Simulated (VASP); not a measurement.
A run of VASP 6.6.1 is set up as follows.

File INCAR:

```
  ALGO = Normal
  EDIFF = 1E-6
  ENCUT = 520
  ISIF = 2
  ISMEAR = -1
  LASPH = True
  LCHARG = True
  LELF = True
  LREAL = False
  LVHAR = True
  LWAVE = False
  NBANDS = 21
  NELM = 100
  PREC = Accurate
  SIGMA = 0.1
```

KPOINTS

```
k-points
0
Gamma
  8 8 5
```

The input POSCAR:

```
MoRu
1.0
    2.7223014795      0.0000000000      0.0000000000
   -1.3611507398      2.3575822380      0.0000000000
    0.0000000000      0.0000000000      4.3751316135
Mo Ru
1 1
Direct
    0.6666666667      0.3333333333      0.0000000000
    0.3333333333      0.6666666667      0.5000000000
```

Potentials or basis: VASP PAW LDA potentials, release 64 (Mo_sv, Ru_pv).

The run is started by

```bash
$ cat potpaw_LDA.64/Mo_sv/POTCAR potpaw_LDA.64/Ru_pv/POTCAR > POTCAR
$ mpirun -np 1 vasp_std > vasp.out
```

Predict the pressure.

1.2 GPa.

Predict the band gap on the k mesh.

zero (bands 14 and 15 overlap by 2.48 eV).

Stress tensor (GPa, compression positive):
```
 2.06  0.00  0.00
 0.00  2.06  0.00
 0.00  0.00 -0.64
```
